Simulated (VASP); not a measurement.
Input of a VASP 6.6.1 run:

The input INCAR:

```
ALGO = Normal
EDIFF = 1E-7
ENCUT = 520
GGA = PS
ISIF = 2
ISMEAR = -1
LASPH = T
LCHARG = T
LELF = T
LREAL = F
LVHAR = T
LWAVE = F
NBANDS = 29
NELM = 60
PREC = Accurate
SIGMA = 0.05
```

Contents of KPOINTS:

```
k-points
0
Gamma
  8 8 8
```

The input POSCAR:

```
TiSi2
1.0
    1.7767948029     -6.8040462934      0.0000000000
    1.7767948029      6.8040462934      0.0000000000
    0.0000000000      0.0000000000      3.5887850817
Ti Si
2 4
Direct
    0.1031180800      0.8968819200      0.2500000000
    0.8968819200      0.1031180800      0.7500000000
    0.7503148200      0.2496851800      0.2500000000
    0.2496851800      0.7503148200      0.7500000000
    0.4417485500      0.5582514500      0.2500000000
    0.5582514500      0.4417485500      0.7500000000
```

Potentials or basis: VASP PAW PBE potentials, release 64 (Ti_sv, Si).

Command:

```console
$ cat potpaw_PBE.64/Ti_sv/POTCAR potpaw_PBE.64/Si/POTCAR > POTCAR
$ mpirun -np 1 vasp_std > vasp.out
```

Problem. What does it give for the pressure?

Solution. -4.7 GPa.

Problem. Predict the largest force.

Solution. 0.138 eV/Å.

Problem. What does it give for the band gap on the k mesh?

Solution. Zero (bands 20 and 21 overlap by 0.99 eV).

Stress tensor (GPa, compression positive):
```
-4.81  0.00  0.00
 0.00 -4.71  0.00
 0.00  0.00 -4.58
```

Caveat: the cell stands under tension; the PAW data sets were made with another functional, which shifts forces and pressure a little.
